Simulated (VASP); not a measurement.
# MoS2 (R3m) in VASP: further runs

MoS2 is run at these levels: PBE; tasks: single point.

All numbers are computed with VASP 6.6.1; they aren't measurements. Logs are shortened: lines on timing, memory, paths and dates and some standing lists are left out, and cuts for length are marked.

**1. The cell of the first run**

The structure is trigonal, space group R3m (No. 160). The conventional cell has a = 3.185 Å, b = 3.185 Å, c = 22.130 Å, α = 90.00°, β = 90.00°, γ = 120.00°. Mo (site symmetry 3m) has 6 S at 2.41 Å and 6 Mo at 3.19 Å within 3.2 Å. Within 3.2 Å of S (site symmetry 3m) lie 3 Mo at 2.41 Å and 7 S at 3.13 to 3.19 Å. Within 3.2 Å of S (site symmetry 3m) lie 3 Mo at 2.41 Å and 7 S at 3.13 to 3.19 Å.

**2. Single point, PBE**

Input file INCAR:

```
SYSTEM = MoS2
PREC = Accurate
ENCUT = 520
EDIFF = 1E-6
ISMEAR = 0
SIGMA = 0.02
LREAL = .False.
LASPH = .True.
NELM = 60
ALGO = Normal
ISIF = 2
LWAVE = .False.
LCHARG = .False.
GGA = PE
NBANDS = 20
```

Input file KPOINTS:

```
regular mesh
0
Gamma
  12 12 12
  0 0 0
```

Input file POSCAR:

```
MoS2
1.0
    1.5925920617      0.9194834555      7.3767786533
   -1.5925920617      0.9194834555      7.3767786533
    0.0000000000     -1.8389669110      7.3767786533
Mo S
1 2
Direct
    0.0006775877      0.0006775877      0.0006775877
    0.4046242072      0.4046242072      0.4046242072
    0.2633982051      0.2633982051      0.2633982051
```

Potentials or basis: VASP PAW PBE potentials, release 64 (Mo_sv, S).

Run with:

```console
$ cat potpaw_PBE.64/Mo_sv/POTCAR potpaw_PBE.64/S/POTCAR > POTCAR
$ mpirun -np 1 vasp_std > vasp.out
```

OUTCAR:

```text
SYSTEM = MoS2
   PREC = Accurate
   ENCUT = 520
   EDIFF = 1E-6
   ISMEAR = 0
   LREAL = .False.
   LASPH = .True.
   NELM = 60
   ISIF = 2
   GGA = PE

 ion  position               nearest neighbor table
   1  0.001  0.001  0.001-   3 2.41   3 2.41   3 2.41   2 2.41   2 2.41   2 2.41
   2  0.405  0.405  0.405-   1 2.41   1 2.41   1 2.41
   3  0.263  0.263  0.263-   1 2.41   1 2.41   1 2.41

  LATTYP: Found a trigonal (rhomboedric) cell.
 ALAT       =     7.6025431666
 COS(alpha) =     0.9122350116

  Lattice vectors:

 A1 = (   1.5925920617,   0.9194834555,   7.3767786533)
 A2 = (  -1.5925920617,   0.9194834555,   7.3767786533)
 A3 = (   0.0000000000,  -1.8389669110,   7.3767786533)

Analysis of symmetry for initial positions (statically):
=====================================================================
 Subroutine PRICEL returns:
 Original cell was already a primitive cell.

 Routine SETGRP: Setting up the symmetry group for a
 trigonal (rhombohedral) supercell.

 Subroutine GETGRP returns: Found  6 space group operations
 (whereof  6 operations were pure point group operations)
 out of a pool of 12 trial point group operations.

The static configuration has the point symmetry C_3v.

Analysis of symmetry for dynamics (positions and initial velocities):
=====================================================================
 Subroutine PRICEL returns:
 Original cell was already a primitive cell.

 Routine SETGRP: Setting up the symmetry group for a
 trigonal (rhombohedral) supercell.

 Subroutine GETGRP returns: Found  6 space group operations
 (whereof  6 operations were pure point group operations)
 out of a pool of 12 trial point group operations.

The dynamic configuration has the point symmetry C_3v.

 Subroutine INISYM returns: Found  6 space group operations
 (whereof  6 operations are pure point group operations),
 and found     1 'primitive' translations

----------------------------------------------------------------------------------------

                                     Primitive cell

  volume of cell :      64.8136

  direct lattice vectors                    reciprocal lattice vectors
[... 83 lines left out ...]
   ISPIN  =      1    spin polarized calculation?
   LNONCOLLINEAR =      F non collinear calculations
   LSORBIT =      F    spin-orbit coupling
   LASPH  =      T    aspherical Exc in radial PAW
   ENCUT  =  520.0 eV  38.22 Ry    6.18 a.u.  14.14 14.14 14.14*2*pi/ulx,y,z
   NELM   =     60;   NELMIN=  2; NELMDL= -5     # of ELM steps
   EDIFF  = 0.1E-05   stopping-criterion for ELM
   LREAL  =      F    real-space projection
   EDIFFG = 0.1E-04   stopping-criterion for IOM
   NSW    =      0    number of steps for IOM
   IBRION =     -1    ionic relax: 0-MD 1-quasi-New 2-CG
   NFREE  =      0    steps in history (QN), initial steepest desc. (CG)
   ISIF   =      2    stress and relaxation
   ISYM   =      2    0-nonsym 1-usesym 2-fastsym
   POTIM  = 0.5000    time-step for ionic-motion
   TEBEG  =    0.0;   TEEND  =   0.0 temperature during run
   PSTRESS=    0.0 pullay stress
   NELECT =      26.0000    total number of electrons
   NUPDOWN=      -1.0000    fix difference up-down
   EMIN   =  10.00;   EMAX   =-10.00  energy-range for DOS
   EFERMI =   0.00;   METHOD = LEGACY
   ISMEAR =     0;   SIGMA  =   0.02  broadening in eV -4-tet -1-fermi 0-gaus
   EFERMI_NEDOS =   21; number of points for ismear=-14 and -15
   IALGO  =     38    algorithm
   IMIX   =      4    mixing-type and parameters
     AMIX     =   0.40;   BMIX     =  1.00
     AMIX_MAG =   1.60;   BMIX_MAG =  1.00
  volume/ion in A,a.u.               =      21.60       145.79
  Fermi-wavevector in a.u.,A,eV,Ry     =   1.207379  2.281616 19.834100  1.457765
  Thomas-Fermi vector in A             =   2.343019
   LORBIT       =      0    0 simple, 1 ext, 2 COOP (PROOUT), +10 PAW based schemes
   GGA     = PE    functional components
   LHFCALC =     F    Hartree Fock is set to
   AEXX    =    0.0000 exact exchange contribution
   IVDW    =     0    specifies the selected vdW correction
   LEPSILON=     F    determine dielectric tensor
   LRPA    =     F    only Hartree local field effects (RPA)
 non-spin polarized calculation
 Gauss-broadening in eV      SIGMA  =   0.02
  energy-cutoff  :      520.00
  volume of cell :       64.81
 maximum number of plane-waves:      1762
 NGX is ok and might be reduce to    60
   NGX = 29   NGY = 29   NGZ = 29

 number of electron      26.0000000 magnetization

 Free energy of the ion-electron system (eV)
  ---------------------------------------------------
  ext. energy  EPLUGINS =         0.00000000
  ---------------------------------------------------
  free energy    TOTEN  =       -21.85754711 eV

  energy without entropy =      -21.85754711  energy(sigma->0) =      -21.85754711

 E-fermi :   5.0757     XC(G=0):  -9.4663

 val. band max:        4.8320261690   @ k =   0.5000   0.5000   0.5000
 cond. band min:       6.2846499304   @ k =  -0.1667   0.5000   0.1667
 fundamental gap:      1.4526237614
 Fermi energy:         5.0757107667

 k-point     1 :       0.0000    0.0000    0.0000
  band No.  band energies     occupation
      1     -56.2484      2.00000
      2     -30.3859      2.00000
      3     -30.1842      2.00000
      4     -30.1842      2.00000
      5      -9.4527      2.00000
      6      -8.1257      2.00000
[... 541 lines left out ...]
     19      13.5216      0.00000
     20      13.9358      0.00000

 [... further k-points ...]

------------------------ aborting loop because EDIFF is reached ----------------------------------------

  FORCE on cell =-STRESS in cart. coord.  units (eV):
  Direction    XX          YY          ZZ          XY          YZ          ZX
  --------------------------------------------------------------------------------------
  -------------------------------------------------------------------------------------
  Total       -0.0423857     -0.0423857     -0.0617303      0.0000000      0.0000000      0.0000000
  in kB       -1.0477638     -1.0477638     -1.5259566      0.0000000      0.0000000      0.0000000
  external PRESSURE =      -1.2071614 kB  Pullay stress =       0.0000000 kB

 VOLUME and BASIS-vectors are now :
 -----------------------------------------------------------------------------
  energy-cutoff  :      520.00
  volume of cell :       64.81
      direct lattice vectors                 reciprocal lattice vectors
     1.592592062  0.919483455  7.376778653     0.313953593  0.181261191  0.045186842
    -1.592592062  0.919483455  7.376778653    -0.313953593  0.181261191  0.045186842
     0.000000000 -1.838966911  7.376778653     0.000000000 -0.362522383  0.045186842

 POSITION                                       TOTAL-FORCE (eV/Angst)
 -----------------------------------------------------------------------------------
      0.00000      0.00000      0.01500         0.000000      0.000000     -0.000201
      0.00000      0.00000      8.95447         0.000000      0.000000     -0.014095
      0.00000      0.00000      5.82909         0.000000      0.000000      0.014296
 -----------------------------------------------------------------------------------
    total drift:                                0.000000     -0.000000      0.000282

  FREE ENERGIE OF THE ION-ELECTRON SYSTEM (eV)
  ---------------------------------------------------
  free  energy   TOTEN  =       -21.8575471082 eV

  energy  without entropy=      -21.8575471082  energy(sigma->0) =      -21.85754711
```

OSZICAR:

```text
N       E                     dE             d eps       ncg     rms          rms(c)
DAV:   1     0.186594952302E+03    0.18659E+03   -0.13176E+04  7720   0.120E+03
DAV:   2    -0.149978592271E+02   -0.20159E+03   -0.19595E+03  9228   0.309E+02
DAV:   3    -0.232646384785E+02   -0.82668E+01   -0.81834E+01  9480   0.583E+01
DAV:   4    -0.233789345639E+02   -0.11430E+00   -0.11423E+00  9440   0.718E+00
DAV:   5    -0.233811144015E+02   -0.21798E-02   -0.21797E-02  9652   0.950E-01    0.235E+01
DAV:   6    -0.222741045958E+02    0.11070E+01   -0.11359E+01  8108   0.200E+01    0.879E+00
DAV:   7    -0.219735460239E+02    0.30056E+00   -0.42883E+00  7960   0.117E+01    0.572E+00
DAV:   8    -0.218583771440E+02    0.11517E+00   -0.58801E-01  8732   0.467E+00    0.159E+00
DAV:   9    -0.218587007524E+02   -0.32361E-03   -0.24243E-02  8900   0.951E-01    0.612E-01
DAV:  10    -0.218574968685E+02    0.12039E-02   -0.97911E-03  8644   0.655E-01    0.123E-01
DAV:  11    -0.218575185898E+02   -0.21721E-04   -0.59016E-04  8644   0.168E-01    0.593E-02
DAV:  12    -0.218575223255E+02   -0.37357E-05   -0.10115E-04  8860   0.647E-02    0.241E-02
DAV:  13    -0.218575454640E+02   -0.23139E-04   -0.63263E-05  7956   0.438E-02    0.232E-02
DAV:  14    -0.218575468040E+02   -0.13399E-05   -0.56693E-06  9184   0.154E-02    0.717E-03
DAV:  15    -0.218575471082E+02   -0.30423E-06   -0.52610E-07  6104   0.524E-03
   1 F= -.21857547E+02 E0= -.21857547E+02  d E =-.219546E-69
```

Run time: 10 min. Hardware: 1 thread of Intel Xeon 6975P-C (Granite Rapids), shared host; peak memory 0.58 GiB.

What came out:

* Free energy: -21.8575 eV
* Pressure: -0.1 GPa
* Largest force: 0.014 eV/Å
* Band gap on the k mesh: 1.45 eV (least direct gap 1.68 eV)

Forces on the atoms (eV/Å):
```
Mo   0.000  0.000  0.000
S    0.000  0.000 -0.014
S    0.000  0.000  0.014
```

**3. Single point, PBE**

Input file INCAR:

```
ALGO = Normal
EDIFF = 1E-7
ENCUT = 520
GGA = PE
ISIF = 2
ISMEAR = 0
LASPH = T
LCHARG = T
LELF = T
LREAL = F
LVHAR = T
LWAVE = F
NBANDS = 20
NELM = 80
PREC = Accurate
SIGMA = 0.02
```

Input file KPOINTS:

```
k-points
0
Gamma
  12 12 12
```

POSCAR is that of step 2.

Potentials or basis: VASP PAW PBE potentials, release 64 (Mo_sv, S).

Run with:

```console
$ cat potpaw_PBE.64/Mo_sv/POTCAR potpaw_PBE.64/S/POTCAR > POTCAR
$ mpirun -np 1 vasp_std > vasp.out
```

Run time: 10 min. Hardware: 1 thread of Intel Xeon 6975P-C (Granite Rapids), shared host; peak memory 0.61 GiB.

Results (log left out):

- Free energy: -21.8575 eV
- Pressure: -0.1 GPa
- Largest force: 0.015 eV/Å
- Band gap on the k mesh: 1.45 eV (least direct gap 1.68 eV)

Forces on the atoms (eV/Å):
```
Mo   0.000  0.000  0.000
S    0.000  0.000 -0.015
S    0.000  0.000  0.015
```

Levels at points of the mesh, in eV from the valence-band top:
| k point | band 9 | band 10 | band 11 | band 12 | band 13 | band 14 | band 15 | band 16 | band 17 | band 18 |
| --- | --- | --- | --- | --- | --- | --- | --- | --- | --- | --- |
| (0.00, 0.00, 0.00) | -2.81 | -1.71 | -1.71 | -1.67 | -0.40 | 2.54 | 2.54 | 2.80 | 2.80 | 5.65 |
| (0.50, 0.00, 0.00) | -4.29 | -3.36 | -2.04 | -1.18 | -0.86 | 2.03 | 2.52 | 3.73 | 4.07 | 5.79 |
| (0.50, 0.50, 0.00) | -4.25 | -3.36 | -2.14 | -1.20 | -0.82 | 2.03 | 2.55 | 3.59 | 4.11 | 6.13 |
| (0.50, 0.50, 0.50) | -2.81 | -2.27 | -1.71 | -1.71 | 0.00 | 2.55 | 2.55 | 2.79 | 2.79 | 6.04 |
